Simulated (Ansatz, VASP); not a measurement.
**One calculation of ScGa3, two programs**

File INCAR:

```
SYSTEM = ScGa3
ALGO = Fast ; EDIFF = 1E-6
EDIFFG = -0.001 ; ENCUT = 600
IBRION = 2 ; ISIF = 3
ISMEAR = -1 ; LASPH = .TRUE.
LCHARG = .FALSE. ; LREAL = .FALSE.
LWAVE = .FALSE. ; NELM = 60
NSW = 80 ; PREC = Accurate
SIGMA = 0.15
```

Contents of KPOINTS:

```
k-points
0
G
  10 10 10
  0 0 0
```

File POSCAR:

```
ScGa3
1.0
    3.9983071589      0.0000000000      0.0000000000
    0.0000000000      3.9983071589      0.0000000000
    0.0000000000      0.0000000000      3.9983071589
Sc Ga
1 3
Direct
    0.0000000000      0.0000000000      0.0000000000
    0.0000000000      0.5000000000      0.5000000000
    0.5000000000      0.0000000000      0.5000000000
    0.5000000000      0.5000000000      0.0000000000
```

Input for Ansatz:

```yaml
crystal:
  lattice:
    - [3.9983071609, 0.0, 0.0]
    - [0.0, 3.9983071609, 0.0]
    - [0.0, 0.0, 3.9983071609]
  atoms:
    - { symbol: Sc, position: [0.0, 0.0, 0.0] }
    - { symbol: Ga, position: [0.0, 0.5, 0.5] }
    - { symbol: Ga, position: [0.5, 0.0, 0.5] }
    - { symbol: Ga, position: [0.5, 0.5, 0.0] }
basis:
  ecutwfc: 420
kpoints:
  mp_grid: { grid: [10, 10, 10] }
hamiltonian:
  xc: lda
scf:
  occupations: { method: fermi_dirac, width: 0.15 }
output:
  forces: true
  stress: true
  eigenvalues: true
  write_density: true
  write_potential: true
  elf: true
  volumetric_format: npy
relax:
  adjacent_minimum: "off"
  f_tol: 0.001
  max_steps: 60
  cell: { stress_tol: 0.01 }
```

Alike in both runs: task relaxation of cell and atoms; functional LDA; k mesh 10 × 10 × 10; occupations fermi-dirac, width 0.15 eV; no spin polarisation.

|  | VASP | Ansatz |
| --- | --- | --- |
| version | VASP 6.6.1 | Ansatz 0.2.0 |
| potentials or method | VASP PAW LDA potentials, release 64 (Sc_sv, Ga_d), cutoff 600 eV | scalar-relativistic, plane waves, PAW |
| valence electrons in the cell | 50 | 50 |

Ansatz gave:

- gap on the k mesh at the Fermi level, each at its own relaxed structure (eV): none
- relaxed volume (Å³/atom): 15.99
- relaxed length of the cell vector where the two differ most in proportion (Å): 3.999

Problem. Estimate VASP's values.

Solution. gap on the k mesh at the Fermi level, each at its own relaxed structure (eV): none; relaxed volume (Å³/atom): 16.04; relaxed length of the cell vector where the two differ most in proportion (Å): 4.003.

LDA's correlation is that of Perdew and Zunger in VASP and of Perdew and Wang (1992) in Ansatz. A gap of «none» marks a metal or a gap that the smearing closes.
